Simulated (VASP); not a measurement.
The system is CuO.

```
Cu O
1.0
     2.34465   -1.71340    0.00000
     2.34465    1.71340    0.00000
    -0.86055    0.00000    5.05944
Cu O
2 2
Direct
  0.00320 0.49680 0.00000
  0.49680 0.00320 0.50000
  0.57140 0.40560 0.25370
  0.40560 0.57140 0.75370
```

Program: VASP 6.6.1. Alike in all runs: task single point; no spin polarisation; cell as given; cutoff (eV) 520; smearing fermi-dirac 0.05 eV.

Question: Order these runs on this cell by their pressure, lowest first.
A. level PBEsol; potentials or basis VASP PAW PBE potentials, release 64 (Cu, O); k mesh 10 × 10 × 5
B. level LDA; potentials or basis VASP PAW LDA potentials, release 64 (Cu, O); k mesh 10 × 10 × 5
C. level PBEsol+U; potentials or basis VASP PAW PBE potentials, release 64 (Cu, O); U Cu d U = 5.3 eV; k mesh 10 × 10 × 5
D. level r2SCAN; potentials or basis VASP PAW PBE potentials, release 64 (Cu, O); k mesh 10 × 10 × 5
E. level PBE; potentials or basis VASP PAW PBE potentials, release 64 (Cu, O); k mesh 4 × 4 × 3

Answer: B (-8.8 GPa), C (-6.2 GPa), A (-2.0 GPa), D (-0.3 GPa), E (6.4 GPa).

Caveats: some runs use coarse meshes; the PAW data sets were made with another functional, which shifts forces and pressure a little (at least some runs); the cell stands under tension (at least some runs); U without spin polarisation on a metal has little footing (at least some runs); the stress differs along the axes, from -11 to -5 GPa (at least some runs).
